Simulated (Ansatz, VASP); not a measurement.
## MnO: VASP beside Ansatz

The input INCAR:

```
SYSTEM = MnO
PREC = Accurate ; ENCUT = 600
EDIFF = 1E-7 ; ISMEAR = -1
SIGMA = 0.05 ; LREAL = .FALSE.
LASPH = .TRUE. ; NELM = 150
ALGO = Normal ; ISIF = 3
LWAVE = .FALSE. ; LCHARG = .FALSE.
ISPIN = 2 ; MAGMOM = 4 0
LORBIT = 11 ; LMAXMIX = 4
GGA = B5 ; ALDAX = 1.0
AGGAX = 1.0 ; AGGAC = 1.0
ALDAC = 0.0 ; IBRION = 2
NSW = 60 ; EDIFFG = -0.01
```

Contents of KPOINTS:

```
regular mesh
0
G
  10 10 10
  0 0 0
```

File POSCAR:

```
MnO
1.0
    0.0000000000      2.2239077028      2.2239077028
    2.2239077028      0.0000000000      2.2239077028
    2.2239077028      2.2239077028      0.0000000000
Mn O
1 1
Direct
    0.0000000000      0.0000000000      0.0000000000
    0.5000000000      0.5000000000      0.5000000000
```

Contents of input.yaml:

```yaml
crystal:
  lattice:
    - [0.0, 2.2239077028, 2.2239077028]
    - [2.2239077028, 0.0, 2.2239077028]
    - [2.2239077028, 2.2239077028, 0.0]
  atoms:
    - { symbol: Mn, position: [0.0, 0.0, 0.0], spin: 4.0 }
    - { symbol: O, position: [0.5, 0.5, 0.5] }
hamiltonian:
  xc: blyp
  pseudopotentials: { kind: paw }
magnetization:
  spin_polarized: true
kpoints:
  mp_grid: { grid: [10, 10, 10] }
scf:
  occupations: { method: fermi_dirac, width: 0.05 }
output:
  forces: true
  stress: true
  write_density: true
  write_potential: true
  elf: true
  volumetric_format: npy
relax:
  f_tol: 0.01
  max_steps: 40
  cell: { stress_tol: 0.05 }
```

Alike in both runs: task relaxation of cell and atoms; functional BLYP; k mesh 10 × 10 × 10; occupations fermi-dirac, width 0.05 eV; collinear spin.

|  | VASP | Ansatz |
| --- | --- | --- |
| version | VASP 6.6.1 | Ansatz 0.2.0 |
| potentials or method | VASP PAW PBE potentials, release 64 (Mn_pv, O) | Ansatz PAW |
| plane-wave cutoff (eV) | 600 | 420 |
| valence electrons in the cell | 19 | 21 |

Ansatz gave:

```
gap on the k mesh at the Fermi level, each at its own relaxed structure (eV) : none
net moment per atom (μB)                                                     : 2.40
size of the moment on the site where the two differ most (μB)                : 4.09
relaxed volume (Å³/atom)                                                     : 11.39
relaxed cell length with the largest relative difference (Å)                 : 3.182
```

Which values does VASP return?

gap on the k mesh at the Fermi level, each at its own relaxed structure (eV): none; net moment per atom (μB): 2.40; size of the moment on the site where the two differ most (μB): 4.34; relaxed volume (Å³/atom): 11.39; relaxed cell length with the largest relative difference (Å): 3.182.

VASP's potentials were made for PBE, not for BLYP. Site moments also hang on the region over which each program counts them. A gap of «none» marks a metal or a gap that the smearing closes. VASP's potentials hold 19 valence electrons a cell and Ansatz's 21, so a difference there can come from the potentials and not from the codes.

Noted on Ansatz's run: the plane-wave basis is chosen anew once the cell has moved, so the energies of steps on either side of that aren't comparable.
